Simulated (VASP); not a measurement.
# KI (Pm-3m) in VASP: further runs, part 2 of 2

VASP 6.6.1. Earlier steps stand in the parts before.

## 3. Single point, HSE06, non-collinear spin, zero start, spin-orbit coupling

The input, POSCAR:

```
KI
1.0
    4.2910851989      0.0000000000      0.0000000000
    0.0000000000      4.2910851989      0.0000000000
    0.0000000000      0.0000000000      4.2910851989
K I
1 1
Direct
    0.0000000000      0.0000000000      0.0000000000
    0.5000000000      0.5000000000      0.5000000000
```

The input, INCAR.step1:

```
PREC = Accurate
ENCUT = 520
EDIFF = 1E-5
ISMEAR = 0
SIGMA = 0.01
LREAL = False
LASPH = True
NELM = 150
ALGO = Normal
ISIF = 2
LWAVE = True
MAGMOM = 0 0 0 0 0 0
LORBIT = 11
LSORBIT = True
GGA_COMPAT = False
LORBMOM = True
NBANDS = 28
GGA = PE
KPAR = 2
```

The input, INCAR.step2:

```
PREC = Accurate
ENCUT = 520
EDIFF = 1E-6
ISMEAR = 0
SIGMA = 0.01
LREAL = False
LASPH = True
NELM = 150
ALGO = Normal
ISIF = 2
LWAVE = False
LCHARG = True
MAGMOM = 0 0 0 0 0 0
LORBIT = 11
LSORBIT = True
GGA_COMPAT = False
LORBMOM = True
GGA = PE
LHFCALC = True
HFSCREEN = 0.2079
PRECFOCK = Normal
LVHAR = True
NBANDS = 28
ISTART = 1
KPAR = 2
```

The input, KPOINTS:

```
regular mesh
0
Gamma
  4 4 4
```

Potentials or basis: VASP PAW PBE potentials, release 64 (K_sv, I).

Started as:

```bash
> cat potpaw_PBE.64/K_sv/POTCAR potpaw_PBE.64/I/POTCAR > POTCAR
> cp INCAR.step1 INCAR
> mpirun -np 2 vasp_ncl > vasp.out
> cp INCAR.step2 INCAR
> mpirun -np 2 vasp_ncl > vasp.out
```

OUTCAR:

```text
PREC = Accurate
   ENCUT = 520
   EDIFF = 1E-6
   ISMEAR = 0
   LREAL = False
   LASPH = True
   NELM = 150
   ISIF = 2
   LORBIT = 11
   LSORBIT = True
   GGA = PE
   LHFCALC = True
   HFSCREEN = 0.2079
   PRECFOCK = Normal
   ISTART = 1

 ion  position               nearest neighbor table
   1  0.000  0.000  0.000-
   2  0.500  0.500  0.500-

  LATTYP: Found a simple cubic cell.
 ALAT       =     4.2910851989

  Lattice vectors:

 A1 = (   4.2910851989,   0.0000000000,   0.0000000000)
 A2 = (   0.0000000000,   4.2910851989,   0.0000000000)
 A3 = (   0.0000000000,   0.0000000000,   4.2910851989)

Analysis of symmetry for initial positions (statically):
=====================================================================
 Subroutine PRICEL returns:
 Original cell was already a primitive cell.

 Routine SETGRP: Setting up the symmetry group for a
 simple cubic supercell.

 Subroutine GETGRP returns: Found 48 space group operations
 (whereof 48 operations were pure point group operations)
 out of a pool of 48 trial point group operations.

The static configuration has the point symmetry O_h .

Analysis of symmetry for dynamics (positions and initial velocities):
=====================================================================
 Subroutine PRICEL returns:
 Original cell was already a primitive cell.

 Routine SETGRP: Setting up the symmetry group for a
 simple cubic supercell.

 Subroutine GETGRP returns: Found 48 space group operations
 (whereof 48 operations were pure point group operations)
 out of a pool of 48 trial point group operations.

The dynamic configuration has the point symmetry O_h .

Analysis of structural, dynamic, and magnetic symmetry:
=====================================================================
 Subroutine PRICEL returns:
 Original cell was already a primitive cell.

 Routine SETGRP: Setting up the symmetry group for a
 simple cubic supercell.

 Subroutine GETGRP returns: Found 48 space group operations
 (whereof 48 operations were pure point group operations)
 out of a pool of 48 trial point group operations.

The overall configuration has the point symmetry O_h .

 Subroutine INISYM returns: Found 48 space group operations
 (whereof 48 operations are pure point group operations),
 and found     1 'primitive' translations

----------------------------------------------------------------------------------------

                                     Primitive cell

  volume of cell :      79.0135

  direct lattice vectors                    reciprocal lattice vectors
     4.291085199  0.000000000  0.000000000     0.233041283  0.000000000  0.000000000
     0.000000000  4.291085199  0.000000000     0.000000000  0.233041283  0.000000000
     0.000000000  0.000000000  4.291085199     0.000000000  0.000000000  0.233041283

  length of vectors
     4.291085199  4.291085199  4.291085199     0.233041283  0.233041283  0.233041283

  position of ions in fractional coordinates (direct lattice)
     0.000000000  0.000000000  0.000000000
     0.500000000  0.500000000  0.500000000

[... 439 lines left out ...]
  Direction    XX          YY          ZZ          XY          YZ          ZX
  --------------------------------------------------------------------------------------
  -------------------------------------------------------------------------------------
  Total        0.1572237      0.1572237      0.1572237      0.0000000     -0.0000000      0.0000000
  in kB        3.1880650      3.1880650      3.1880650      0.0000000     -0.0000000      0.0000000
  external PRESSURE =       3.1880650 kB  Pullay stress =       0.0000000 kB

 VOLUME and BASIS-vectors are now :
 -----------------------------------------------------------------------------
  energy-cutoff  :      520.00
  volume of cell :       79.01
      direct lattice vectors                 reciprocal lattice vectors
     4.291085199  0.000000000  0.000000000     0.233041283  0.000000000  0.000000000
     0.000000000  4.291085199  0.000000000     0.000000000  0.233041283  0.000000000
     0.000000000  0.000000000  4.291085199     0.000000000  0.000000000  0.233041283

 POSITION                                       TOTAL-FORCE (eV/Angst)
 -----------------------------------------------------------------------------------
      0.00000      0.00000      0.00000         0.000000      0.000000      0.000000
      2.14554      2.14554      2.14554         0.000000      0.000000      0.000000
 -----------------------------------------------------------------------------------
    total drift:                                0.000000      0.000000      0.000000

  FREE ENERGIE OF THE ION-ELECTRON SYSTEM (eV)
  ---------------------------------------------------
  free  energy   TOTEN  =        -6.3784870611 eV

  energy  without entropy=       -6.3784870611  energy(sigma->0) =       -6.37848706

 orbital moment (x)

 # of ion     p       d       tot
 ----------------------------------------
  1         0.000  -0.000  -0.000
  2        -0.000   0.000  -0.000
 ----------------------------------------
           -0.000  -0.000  -0.000

 orbital moment (y)

 # of ion     p       d       tot
 ----------------------------------------
  1        -0.000  -0.000  -0.000
  2        -0.000   0.000  -0.000
 ----------------------------------------
           -0.000  -0.000  -0.000

 orbital moment (z)

 # of ion     p       d       tot
 ----------------------------------------
  1        -0.000   0.000   0.000
  2        -0.000   0.000  -0.000
 ----------------------------------------
           -0.000   0.000  -0.000

 Spin-Orbit-Coupling matrix elements

 Ion:    1  E_soc:     -0.0079608
 l=   1
     0.0000000    -0.0013257    -0.0013257
    -0.0013257     0.0000000    -0.0013257
    -0.0013257    -0.0013257     0.0000000
 l=   2
     0.0000000    -0.0000002     0.0000000    -0.0000002    -0.0000009
    -0.0000002     0.0000000    -0.0000007    -0.0000002    -0.0000002
     0.0000000    -0.0000007     0.0000000    -0.0000007     0.0000000
    -0.0000002    -0.0000002    -0.0000007     0.0000000    -0.0000002
    -0.0000009    -0.0000002     0.0000000    -0.0000002     0.0000000
 l=   3
     0.0000000     0.0000000     0.0000000     0.0000000     0.0000000     0.0000000     0.0000000
     0.0000000     0.0000000     0.0000000     0.0000000     0.0000000     0.0000000     0.0000000
     0.0000000     0.0000000     0.0000000     0.0000000     0.0000000     0.0000000     0.0000000
     0.0000000     0.0000000     0.0000000     0.0000000     0.0000000     0.0000000     0.0000000
     0.0000000     0.0000000     0.0000000     0.0000000     0.0000000     0.0000000     0.0000000
     0.0000000     0.0000000     0.0000000     0.0000000     0.0000000     0.0000000     0.0000000
     0.0000000     0.0000000     0.0000000     0.0000000     0.0000000     0.0000000     0.0000000

 Ion:    2  E_soc:     -0.2392393
 l=   1
     0.0000000    -0.0398630    -0.0398630
    -0.0398630     0.0000000    -0.0398630
    -0.0398630    -0.0398630     0.0000000
 l=   2
     0.0000000     0.0000005     0.0000000     0.0000005    -0.0000107
     0.0000005     0.0000000    -0.0000080     0.0000005    -0.0000027
     0.0000000    -0.0000080     0.0000000    -0.0000080     0.0000000
     0.0000005     0.0000005    -0.0000080     0.0000000    -0.0000027
    -0.0000107    -0.0000027     0.0000000    -0.0000027     0.0000000
 l=   3
     0.0000000     0.0000000     0.0000000     0.0000000     0.0000000     0.0000000     0.0000000
     0.0000000     0.0000000     0.0000000     0.0000000     0.0000000     0.0000000     0.0000000
     0.0000000     0.0000000     0.0000000     0.0000000     0.0000000     0.0000000     0.0000000
     0.0000000     0.0000000     0.0000000     0.0000000     0.0000000     0.0000000     0.0000000
     0.0000000     0.0000000     0.0000000     0.0000000     0.0000000     0.0000000     0.0000000
     0.0000000     0.0000000     0.0000000     0.0000000     0.0000000     0.0000000     0.0000000
     0.0000000     0.0000000     0.0000000     0.0000000     0.0000000     0.0000000     0.0000000

 total charge

# of ion       s       p       d       tot
------------------------------------------
    1        1.956   5.622   0.016   7.594
    2        1.494   2.929   0.002   4.425
--------------------------------------------------
tot          3.450   8.551   0.018  12.019

 magnetization (x)

# of ion       s       p       d       tot
------------------------------------------
    1        0.000   0.000   0.000   0.000
    2        0.000   0.000   0.000   0.000
--------------------------------------------------
tot          0.000   0.000   0.000   0.000

 magnetization (y)

# of ion       s       p       d       tot
------------------------------------------
    1        0.000   0.000   0.000   0.000
    2        0.000   0.000   0.000   0.000
--------------------------------------------------
tot          0.000   0.000   0.000   0.000

 magnetization (z)

# of ion       s       p       d       tot
------------------------------------------
    1        0.000   0.000   0.000   0.000
    2       -0.000   0.000  -0.000  -0.000
--------------------------------------------------
tot          0.000   0.000  -0.000   0.000
```

Wall time 11 min (2 MPI ranks of Intel Xeon Platinum 8259CL at 2.50GHz (Skylake/Cascade Lake), shared host); peak memory 0.44 GiB.

Results:

| Item | Value |
| --- | --- |
| Free energy | -6.3785 eV |
| Pressure | 0.3 GPa |
| Net moment | 0.00 μB per cell |
| Valence electrons inside the program's atomic spheres | K 7.59; I 4.42 |

Moments on the atoms (μB; x, y, z):
```
K   0.00 0.00 0.00
I   0.00 0.00 0.00
```

Caveat: the k points lie up to 0.37 Å⁻¹ apart; the PAW data sets were made with another functional, which shifts forces and pressure a little.

## 4. Single point, r2SCANh

POSCAR is that of step 3.

The input, INCAR.step1:

```
PREC = Accurate
ENCUT = 520
EDIFF = 1E-5
ISMEAR = 0
SIGMA = 0.01
LREAL = F
LASPH = T
NELM = 80
ALGO = Normal
ISIF = 2
LWAVE = T
LCHARG = F
NBANDS = 15
GGA = PE
```

The input, INCAR.step2:

```
PREC = Accurate
ENCUT = 520
EDIFF = 1E-6
ISMEAR = 0
SIGMA = 0.01
LREAL = F
LASPH = T
NELM = 80
ALGO = Normal
ISIF = 2
LWAVE = F
LCHARG = F
METAGGA = R2SCAN
LHFCALC = T
AEXX = 0.1
LMIXTAU = T
PRECFOCK = Normal
NBANDS = 15
ISTART = 1
```

KPOINTS is that of step 3.

Started as:

```bash
> cat potpaw_PBE.64/K_sv/POTCAR potpaw_PBE.64/I/POTCAR > POTCAR
> cp INCAR.step1 INCAR
> mpirun -np 1 vasp_std > vasp.out
> cp INCAR.step2 INCAR
> mpirun -np 1 vasp_std > vasp.out
```

Wall time 18 min (1 thread of Oxide Virtual Turin-like, shared host); peak memory 0.17 GiB.

The run converged. Its results:

| Quantity | Value |
| --- | --- |
| Free energy | -31.5808 eV |
| Pressure | 0.0 GPa |
| Band gap on the k mesh | 4.58 eV (least direct gap 4.96 eV) |

Levels at points of the mesh, in eV from the valence-band top:
```
           k point  band 4  band 5  band 6  band 7  band 8  band 9  band 10  band 11  band 12  band 13
(0.00, 0.00, 0.00)  -13.64  -11.85   -0.38   -0.38   -0.38    4.58     5.87     5.87     9.87     9.87
(0.50, 0.00, 0.00)  -13.63  -11.52   -2.39   -0.30   -0.30    6.71     7.40     8.24     8.41     9.98
(0.50, 0.50, 0.00)  -13.62  -11.46   -1.81   -1.81    0.00    5.02     6.99     8.10     8.10    10.39
(0.50, 0.50, 0.50)  -13.71  -11.27   -1.74   -1.74   -1.74    6.72     6.72     6.72    10.41    10.41
```

Caveat: the PAW data sets were made with another functional, which shifts forces and pressure a little; spin-orbit coupling is left out, which moves the levels of the heavy elements. A k mesh can miss the band edges.

## 5. Single point, HSE06

This run uses another cell than the first one, of 40.35 Å³/atom.

The input, POSCAR:

```
KI
1.0
    4.3212806065      0.0000000000      0.0000000000
    0.0000000000      4.3212806065      0.0000000000
    0.0000000000      0.0000000000      4.3212806065
K I
1 1
Direct
    0.0000000000      0.0000000000      0.0000000000
    0.5000000000      0.5000000000      0.5000000000
```

The input, INCAR.step1:

```
SYSTEM = KI
PREC = Accurate
ENCUT = 520
EDIFF = 1E-5
ISMEAR = -1
SIGMA = 0.02
LREAL = .FALSE.
LASPH = .TRUE.
NELM = 60
ALGO = Normal
ISIF = 2
LWAVE = .TRUE.
NBANDS = 15
GGA = PE
```

The input, INCAR.step2:

```
SYSTEM = KI
PREC = Accurate
ENCUT = 520
EDIFF = 1E-6
ISMEAR = -1
SIGMA = 0.02
LREAL = .FALSE.
LASPH = .TRUE.
NELM = 60
ALGO = Normal
ISIF = 2
LWAVE = .FALSE.
LCHARG = .TRUE.
GGA = PE
LHFCALC = .TRUE.
HFSCREEN = 0.2079
PRECFOCK = Normal
LELF = .TRUE.
LVHAR = .TRUE.
NBANDS = 15
ISTART = 1
```

The input, KPOINTS:

```
regular mesh
0
G
  4 4 4
  0 0 0
```

Started as:

```bash
> cat potpaw_PBE.64/K_sv/POTCAR potpaw_PBE.64/I/POTCAR > POTCAR
> cp INCAR.step1 INCAR
> mpirun -np 1 vasp_std > vasp.out
> cp INCAR.step2 INCAR
> mpirun -np 1 vasp_std > vasp.out
```

Wall time 22 min (1 thread of Oxide Virtual Turin-like, shared host); peak memory 0.27 GiB.

It converged, with:

* Free energy: -6.2579 eV
* Pressure: 0.0 GPa
* Band gap on the k mesh: 4.24 eV (least direct gap 4.62 eV)

Levels at points of the mesh, in eV from the valence-band top:
| k point | band 4 | band 5 | band 6 | band 7 | band 8 | band 9 | band 10 | band 11 | band 12 | band 13 |
| --- | --- | --- | --- | --- | --- | --- | --- | --- | --- | --- |
| (0.00, 0.00, 0.00) | -13.89 | -12.05 | -0.38 | -0.38 | -0.38 | 4.24 | 5.83 | 5.83 | 9.79 | 9.79 |
| (0.50, 0.00, 0.00) | -13.88 | -11.74 | -2.36 | -0.29 | -0.29 | 6.42 | 7.40 | 8.08 | 8.10 | 9.77 |
| (0.50, 0.50, 0.00) | -13.88 | -11.68 | -1.79 | -1.79 | 0.00 | 4.90 | 6.79 | 8.02 | 8.02 | 10.08 |
| (0.50, 0.50, 0.50) | -13.95 | -11.49 | -1.71 | -1.71 | -1.71 | 6.58 | 6.58 | 6.58 | 10.24 | 10.24 |

Caveat: the PAW data sets were made with another functional, which shifts forces and pressure a little; spin-orbit coupling is left out, which moves the levels of the heavy elements.

## 6. Overview

```csv
task,level,spin,cell,cutoff (eV),smearing,share of exact exchange,screening parameter,gap on the mesh (eV),pressure (GPa)
relaxation of cell and atoms,HSE06,off,"relaxed from a = 4.291 Å, 2 atoms",600,fermi-dirac 0.02 eV,0.25,0.2079 1/Å,4.24,0.0
single point,HSE06,"non-collinear, zero start, SOC","a = 4.291 Å, 2 atoms",520,gaussian 0.01 eV,0.25,0.2079 1/Å,-,0.3
single point,r2SCANh,off,"a = 4.291 Å, 2 atoms",520,gaussian 0.01 eV,0.1,-,4.58,0.0
single point,HSE06,off,"a = 4.321 Å, 2 atoms",520,fermi-dirac 0.02 eV,0.25,0.2079 1/Å,4.24,0.0
```

Alike in all rows: potentials or basis VASP PAW PBE potentials, release 64 (K_sv, I); k mesh 4 × 4 × 4.

Caveats: some runs use coarse meshes; the PAW data sets were made with another functional, which shifts forces and pressure a little; spin-orbit coupling is left out, which moves the levels of the heavy elements (at least some runs).

Total energies depend on the potentials used, so only differences within one code and one set of settings carry meaning.
